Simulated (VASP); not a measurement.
Input of a VASP 6.6.1 run:

Contents of INCAR:

```
SYSTEM = BaTiO3
ALGO = Normal ; EDIFF = 1E-6
EDIFFG = -0.008 ; ENCUT = 520
GGA = PE ; IBRION = 2
ISIF = 2 ; ISMEAR = 0
LASPH = .TRUE. ; LCHARG = .FALSE.
LREAL = .FALSE. ; LWAVE = .FALSE.
NELM = 100 ; NSW = 60
PREC = Accurate ; SIGMA = 0.02
```

File KPOINTS:

```
k-points
0
G
  8 8 6
  0 0 0
```

Contents of POSCAR:

```
BaTiO3
1.0
    3.9854497974      0.0000000000      0.0000000000
    0.0000000000      3.9854497974      0.0000000000
    0.0000000000      0.0000000000      4.3264971240
Ba Ti O
1 1 3
Direct
    0.5000000000      0.5000000000      0.5957054886
    0.0000000000      0.0000000000      0.1118345512
    0.0000000000      0.5000000000      0.0588265530
    0.5000000000      0.0000000000      0.0588265530
    0.0000000000      0.0000000000      0.5348038440
```

Potentials or basis: VASP PAW PBE potentials, release 64 (Ba_sv, Ti_sv, O).

Launch:

```console
$ cat potpaw_PBE.64/Ba_sv/POTCAR potpaw_PBE.64/Ti_sv/POTCAR potpaw_PBE.64/O/POTCAR > POTCAR
$ mpirun -np 1 vasp_std > vasp.out
```

(1) What does it give for the band gap on the k mesh?

(2) Predict the energy gained by relaxing.

Answers

(1) 1.77 eV (least direct gap 2.41 eV).

(2) 0.9 meV/atom.

Caveat: the cell differs from its parent crystal (strain along c alone, the other axes held: +3.0 %); spin-orbit coupling is left out, which moves the levels of the heavy elements.
